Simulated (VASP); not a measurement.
A run of VASP 6.6.1:

File INCAR:

```
SYSTEM = Ga3PN2
ALGO = Normal ; EDIFF = 1E-6
ENCUT = 520 ; GGA = PE
ISIF = 2 ; ISMEAR = 0
LASPH = .True. ; LCHARG = .False.
LREAL = .False. ; LWAVE = .False.
NBANDS = 36 ; NELM = 60
PREC = Accurate ; SIGMA = 0.1
```

File KPOINTS:

```
k-points
0
Gamma
  6 6 4
  0 0 0
```

The input POSCAR:

```
Ga3PN2
1.0
    4.2899423000      0.0000000000      0.0000000000
   -2.1449711500      3.7151990100      0.0000000000
    0.0000000000      0.0000000000      6.7623570600
Ga P N
3 1 2
Direct
    0.0000000000      0.0000000000      0.5000000000
    0.6666666700      0.3333333300      0.6493157700
    0.3333333300      0.6666666700      0.3506842300
    0.0000000000      0.0000000000      0.0000000000
    0.6666666700      0.3333333300      0.2483411600
    0.3333333300      0.6666666700      0.7516588400
```

Potentials or basis: VASP PAW PBE potentials, release 64 (Ga_d, P, N).

The run is started by

```bash
$ cat potpaw_PBE.64/Ga_d/POTCAR potpaw_PBE.64/P/POTCAR potpaw_PBE.64/N/POTCAR > POTCAR
$ mpirun -np 1 vasp_std > vasp.out
```

Hardware: 1 thread of AMD EPYC 9R45 96-Core Processor (Zen 5) (shared host).

Estimate the wall time of this run.

Run time: 73 s on 1 thread of AMD EPYC 9R45 96-Core Processor (Zen 5), with other jobs on the host, peak memory 0.22 GiB. Counts: scf iterations 16, k points 24.
